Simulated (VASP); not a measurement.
# KF (Pm-3m) in VASP: single point with PBE

Aim: the single point of KF with PBE.

All numbers are computed with VASP 6.6.1; they aren't measurements. Logs are shortened: lines on timing, memory, paths and dates and some standing lists are left out, and cuts for length are marked.

## 1. The cell of the first run

It takes space group Pm-3m (No. 221, cubic). Conventional cell: a = 3.258 Å, b = 3.258 Å, c = 3.258 Å, α = 90.00°, β = 90.00°, γ = 90.00°. Within 3.7 Å of K (site symmetry m-3m) lie 8 F at 2.82 Å and 6 K at 3.26 Å. Within 3.7 Å of F (site symmetry m-3m) lie 8 K at 2.82 Å and 6 F at 3.26 Å.

## 2. Single point, PBE, collinear spin

INCAR

```
ALGO = Normal
EDIFF = 1E-6
ENCUT = 600
GGA = PE
GGA_COMPAT = F
ISIF = 2
ISMEAR = 0
ISPIN = 2
LASPH = T
LCHARG = T
LELF = T
LORBIT = 11
LREAL = F
LVHAR = T
LWAVE = F
MAGMOM = 1 1
NBANDS = 19
NELM = 200
PREC = Accurate
SIGMA = 0.02
```

KPOINTS

```
k-points
0
Gamma
  10 10 10
```

POSCAR

```
KF
1.0
    3.2576182116      0.0000000000      0.0000000000
    0.0000000000      3.2576182116      0.0000000000
    0.0000000000      0.0000000000      3.2576182116
K F
1 1
Direct
    0.5000000000      0.5000000000      0.5000000000
    0.0000000000      0.0000000000      0.0000000000
```

Potentials or basis: VASP PAW PBE potentials, release 64 (K_sv, F).

The run is started by

```
$ cat potpaw_PBE.64/K_sv/POTCAR potpaw_PBE.64/F/POTCAR > POTCAR
$ mpirun -np 1 vasp_std > vasp.out
```

OUTCAR:

```text
EDIFF = 1E-6
   ENCUT = 600
   GGA = PE
   ISIF = 2
   ISMEAR = 0
   ISPIN = 2
   LASPH = T
   LORBIT = 11
   LREAL = F
   NELM = 200
   PREC = Accurate

 ion  position               nearest neighbor table
   1  0.500  0.500  0.500-   2 2.82   2 2.82   2 2.82   2 2.82   2 2.82   2 2.82   2 2.82   2 2.82

   2  0.000  0.000  0.000-   1 2.82   1 2.82   1 2.82   1 2.82   1 2.82   1 2.82   1 2.82   1 2.82

  LATTYP: Found a simple cubic cell.
 ALAT       =     3.2576182116

  Lattice vectors:

 A1 = (   3.2576182116,   0.0000000000,   0.0000000000)
 A2 = (   0.0000000000,   3.2576182116,   0.0000000000)
 A3 = (   0.0000000000,   0.0000000000,   3.2576182116)

Analysis of symmetry for initial positions (statically):
=====================================================================
 Subroutine PRICEL returns:
 Original cell was already a primitive cell.

 Routine SETGRP: Setting up the symmetry group for a
 simple cubic supercell.

 Subroutine GETGRP returns: Found 48 space group operations
 (whereof 48 operations were pure point group operations)
 out of a pool of 48 trial point group operations.

The static configuration has the point symmetry O_h .

Analysis of symmetry for dynamics (positions and initial velocities):
=====================================================================
 Subroutine PRICEL returns:
 Original cell was already a primitive cell.

 Routine SETGRP: Setting up the symmetry group for a
 simple cubic supercell.

 Subroutine GETGRP returns: Found 48 space group operations
 (whereof 48 operations were pure point group operations)
 out of a pool of 48 trial point group operations.

The dynamic configuration has the point symmetry O_h .

Analysis of structural, dynamic, and magnetic symmetry:
=====================================================================
 Subroutine PRICEL returns:
 Original cell was already a primitive cell.

 Routine SETGRP: Setting up the symmetry group for a
 simple cubic supercell.

 Subroutine GETGRP returns: Found 48 space group operations
 (whereof 48 operations were pure point group operations)
 out of a pool of 48 trial point group operations.

The overall configuration has the point symmetry O_h .

 Subroutine INISYM returns: Found 48 space group operations
 (whereof 48 operations are pure point group operations),
 and found     1 'primitive' translations

----------------------------------------------------------------------------------------

                                     Primitive cell

  volume of cell :      34.5701

  direct lattice vectors                    reciprocal lattice vectors
     3.257618212  0.000000000  0.000000000     0.306972744  0.000000000  0.000000000
     0.000000000  3.257618212  0.000000000     0.000000000  0.306972744  0.000000000
     0.000000000  0.000000000  3.257618212     0.000000000  0.000000000  0.306972744

  length of vectors
     3.257618212  3.257618212  3.257618212     0.306972744  0.306972744  0.306972744

  position of ions in fractional coordinates (direct lattice)
     0.500000000  0.500000000  0.500000000
     0.000000000  0.000000000  0.000000000

  ion indices of the primitive-cell ions
   primitive index   ion index
                 1           1
                 2           2

----------------------------------------------------------------------------------------

 KPOINTS: k-points

Automatic generation of k-mesh.
 Grid dimensions read from file:
 generate k-points for:   10   10   10

 Generating k-lattice:

  Cartesian coordinates                     Fractional coordinates (reciprocal lattice)
     0.030697274  0.000000000  0.000000000     0.100000000  0.000000000  0.000000000
     0.000000000  0.030697274  0.000000000     0.000000000  0.100000000  0.000000000
     0.000000000  0.000000000  0.030697274     0.000000000  0.000000000  0.100000000

  Length of vectors
     0.030697274  0.030697274  0.030697274

  Shift w.r.t. Gamma in fractional coordinates (k-lattice)
     0.000000000  0.000000000  0.000000000

 Subroutine IBZKPT returns following result:
 ===========================================

 Found     56 irreducible k-points:

 Following reciprocal coordinates:
            Coordinates               Weight
  0.000000  0.000000  0.000000      1.000000
  0.100000  0.000000  0.000000      6.000000
  0.200000  0.000000  0.000000      6.000000
  0.300000  0.000000  0.000000      6.000000
  0.400000  0.000000  0.000000      6.000000
  0.500000  0.000000  0.000000      3.000000
[... 16 lines left out ...]
  0.200000  0.100000  0.100000     24.000000
  0.300000  0.100000  0.100000     24.000000
 [... further k-points ...]
   k-points           NKPTS =     56   k-points in BZ     NKDIM =     56   number of bands    NBANDS=     19
   number of dos      NEDOS =    301   number of ions     NIONS =      2
   total plane-waves  NPLWV =  21952
   dimension x,y,z NGX =    28 NGY =   28 NGZ =   28
   dimension x,y,z NGXF=    56 NGYF=   56 NGZF=   56
   ions per type =               1   1
   NGX,Y,Z   is equivalent  to a cutoff of  14.29, 14.29, 14.29 a.u.
   NGXF,Y,Z  is equivalent  to a cutoff of  28.58, 28.58, 28.58 a.u.
 SYSTEM =  unknown system
   PREC   = accura    normal or accurate (medium, high low for compatibility)
   ISTART =      0    job   : 0-new  1-cont  2-samecut
   ICHARG =      2    charge: 1-file 2-atom 10-const
   ISPIN  =      2    spin polarized calculation?
   LNONCOLLINEAR =      F non collinear calculations
   LSORBIT =      F    spin-orbit coupling
   LASPH  =      T    aspherical Exc in radial PAW
   ENCUT  =  600.0 eV  44.10 Ry    6.64 a.u.   6.51  6.51  6.51*2*pi/ulx,y,z
   NELM   =    200;   NELMIN=  2; NELMDL= -5     # of ELM steps
   EDIFF  = 0.1E-05   stopping-criterion for ELM
   LREAL  =      F    real-space projection
   EDIFFG = 0.1E-04   stopping-criterion for IOM
   NSW    =      0    number of steps for IOM
   IBRION =     -1    ionic relax: 0-MD 1-quasi-New 2-CG
   NFREE  =      0    steps in history (QN), initial steepest desc. (CG)
   ISIF   =      2    stress and relaxation
   ISYM   =      2    0-nonsym 1-usesym 2-fastsym
   POTIM  = 0.5000    time-step for ionic-motion
   TEBEG  =    0.0;   TEEND  =   0.0 temperature during run
   PSTRESS=    0.0 pullay stress
   NELECT =      16.0000    total number of electrons
   NUPDOWN=      -1.0000    fix difference up-down
   EMIN   =  10.00;   EMAX   =-10.00  energy-range for DOS
   EFERMI =   0.00;   METHOD = LEGACY
   ISMEAR =     0;   SIGMA  =   0.02  broadening in eV -4-tet -1-fermi 0-gaus
   EFERMI_NEDOS =   21; number of points for ismear=-14 and -15
   IALGO  =     38    algorithm
   IMIX   =      4    mixing-type and parameters
     AMIX     =   0.40;   BMIX     =  1.00
     AMIX_MAG =   1.60;   BMIX_MAG =  1.00
  volume/ion in A,a.u.               =      17.29       116.65
  Fermi-wavevector in a.u.,A,eV,Ry     =   1.266333  2.393023 21.818298  1.603600
  Thomas-Fermi vector in A             =   2.399539
   LORBIT       =     11    0 simple, 1 ext, 2 COOP (PROOUT), +10 PAW based schemes
   GGA     = PE    functional components
   LHFCALC =     F    Hartree Fock is set to
   AEXX    =    0.0000 exact exchange contribution
   IVDW    =     0    specifies the selected vdW correction
   LEPSILON=     F    determine dielectric tensor
   LRPA    =     F    only Hartree local field effects (RPA)
 spin polarized calculation
 Gauss-broadening in eV      SIGMA  =   0.02
  energy-cutoff  :      600.00
  volume of cell :       34.57
 maximum number of plane-waves:      1189
 NGX is ok and might be reduce to    28
   NGX = 13   NGY = 13   NGZ = 13

 number of electron      16.0000012 magnetization       0.0001111

 number of electron      16.0000012 magnetization      -0.0000516

 Free energy of the ion-electron system (eV)
  ---------------------------------------------------
  ext. energy  EPLUGINS =         0.00000000
  ---------------------------------------------------
  free energy    TOTEN  =        -8.09545127 eV

  energy without entropy =       -8.09545127  energy(sigma->0) =       -8.09545127

 E-fermi :  -1.7906     XC(G=0):  -9.0302

 val. band max:       -2.0342539748   @ k =   0.5000   0.5000   0.0000
 cond. band min:       4.2322274791   @ k =   0.0000   0.0000   0.0000
 fundamental gap:      6.2664814539
 Fermi energy:        -1.7905861173

 spin component 1

 k-point     1 :       0.0000    0.0000    0.0000
  band No.  band energies     occupation
      1     -29.0508      1.00000
      2     -20.9354      1.00000
      3     -12.0814      1.00000
      4     -12.0814      1.00000
      5     -12.0814      1.00000
      6      -2.0868      1.00000
[... 11 lines left out ...]
     18      19.7464      0.00000
     19      19.7464      0.00000

 k-point     2 :       0.1000    0.0000    0.0000
  band No.  band energies     occupation
      1     -29.0391      1.00000
      2     -20.9377      1.00000
      3     -12.1511      1.00000
      4     -12.0711      1.00000
      5     -12.0711      1.00000
      6      -2.2207      1.00000
[... 11 lines left out ...]
     18      18.9964      0.00000
     19      20.5106      0.00000

 k-point     3 :       0.2000    0.0000    0.0000
  band No.  band energies     occupation
      1     -29.0081      1.00000
      2     -20.9442      1.00000
      3     -12.3279      1.00000
      4     -12.0438      1.00000
      5     -12.0438      1.00000
      6      -2.5424      1.00000
[... 434 lines left out ...]
      1     -28.9860      1.00000
      2     -20.9391      1.00000
      3     -12.3249      1.00000
      4     -12.1192      1.00000
      5     -12.1001      1.00000
      6      -2.5425      1.00000
[... 11 lines left out ...]
     18      19.3173      0.00000
     19      21.3779      0.00000

 k-point    24 :       0.3000    0.1000    0.1000
  band No.  band energies     occupation
      1     -28.9484      1.00000
      2     -20.9405      1.00000
      3     -12.5413      1.00000
      4     -12.0843      1.00000
      5     -12.0824      1.00000
      6      -2.8345      1.00000
[... 11 lines left out ...]
     18      19.1671      0.00000
     19      23.0606      0.00000

 [... further k-points ...]

 spin component 2

 k-point     1 :       0.0000    0.0000    0.0000
  band No.  band energies     occupation
      1     -29.0509      1.00000
      2     -20.9354      1.00000
      3     -12.0815      1.00000
      4     -12.0815      1.00000
      5     -12.0815      1.00000
      6      -2.0868      1.00000
[... 11 lines left out ...]
     18      19.7466      0.00000
     19      19.7466      0.00000

 k-point     2 :       0.1000    0.0000    0.0000
  band No.  band energies     occupation
      1     -29.0391      1.00000
      2     -20.9377      1.00000
      3     -12.1512      1.00000
      4     -12.0712      1.00000
      5     -12.0712      1.00000
      6      -2.2206      1.00000
[... 11 lines left out ...]
     18      18.9964      0.00000
     19      20.5107      0.00000

 k-point     3 :       0.2000    0.0000    0.0000
  band No.  band energies     occupation
      1     -29.0081      1.00000
      2     -20.9442      1.00000
      3     -12.3280      1.00000
      4     -12.0439      1.00000
      5     -12.0439      1.00000
      6      -2.5424      1.00000
[... 434 lines left out ...]
      1     -28.9861      1.00000
      2     -20.9391      1.00000
      3     -12.3250      1.00000
      4     -12.1193      1.00000
      5     -12.1002      1.00000
      6      -2.5425      1.00000
[... 11 lines left out ...]
     18      19.3174      0.00000
     19      21.3779      0.00000

 k-point    24 :       0.3000    0.1000    0.1000
  band No.  band energies     occupation
      1     -28.9485      1.00000
      2     -20.9405      1.00000
      3     -12.5414      1.00000
      4     -12.0844      1.00000
      5     -12.0825      1.00000
      6      -2.8345      1.00000
[... 11 lines left out ...]
     18      19.1671      0.00000
     19      23.0607      0.00000

 [... further k-points ...]

------------------------ aborting loop because EDIFF is reached ----------------------------------------

  FORCE on cell =-STRESS in cart. coord.  units (eV):
  Direction    XX          YY          ZZ          XY          YZ          ZX
  --------------------------------------------------------------------------------------
  -------------------------------------------------------------------------------------
  Total        0.0016280      0.0016280      0.0016280      0.0000000      0.0000000      0.0000000
  in kB        0.0754526      0.0754526      0.0754526      0.0000000      0.0000000      0.0000000
  external PRESSURE =       0.0754526 kB  Pullay stress =       0.0000000 kB

 VOLUME and BASIS-vectors are now :
 -----------------------------------------------------------------------------
  energy-cutoff  :      600.00
  volume of cell :       34.57
      direct lattice vectors                 reciprocal lattice vectors
     3.257618212  0.000000000  0.000000000     0.306972744  0.000000000  0.000000000
     0.000000000  3.257618212  0.000000000     0.000000000  0.306972744  0.000000000
     0.000000000  0.000000000  3.257618212     0.000000000  0.000000000  0.306972744

 POSITION                                       TOTAL-FORCE (eV/Angst)
 -----------------------------------------------------------------------------------
      1.62881      1.62881      1.62881         0.000000      0.000000      0.000000
      0.00000      0.00000      0.00000         0.000000      0.000000      0.000000
 -----------------------------------------------------------------------------------
    total drift:                                0.000000      0.000000      0.000000

  FREE ENERGIE OF THE ION-ELECTRON SYSTEM (eV)
  ---------------------------------------------------
  free  energy   TOTEN  =        -8.0954512702 eV

  energy  without entropy=       -8.0954512702  energy(sigma->0) =       -8.09545127

 total charge

# of ion       s       p       d       tot
------------------------------------------
    1        1.957   5.590   0.029   7.576
    2        1.725   4.346   0.000   6.072
--------------------------------------------------
tot          3.682   9.936   0.029  13.648

 magnetization (x)

# of ion       s       p       d       tot
------------------------------------------
    1        0.000  -0.000  -0.000  -0.000
    2        0.000  -0.000   0.000   0.000
--------------------------------------------------
tot          0.000  -0.000  -0.000  -0.000
```

Run time: 47 s. Hardware: 1 thread of AMD EPYC 9R45 (Zen 5), shared host; peak memory 0.18 GiB.

Results:

```
Free energy                                           : -8.0955 eV
Pressure                                              : 0.0 GPa
Band gap on the k mesh                                : 6.27 eV (least direct gap 6.32 eV)
Net moment                                            : 0.00 μB per cell
Valence electrons inside the program's atomic spheres : K 7.58; F 6.07
```
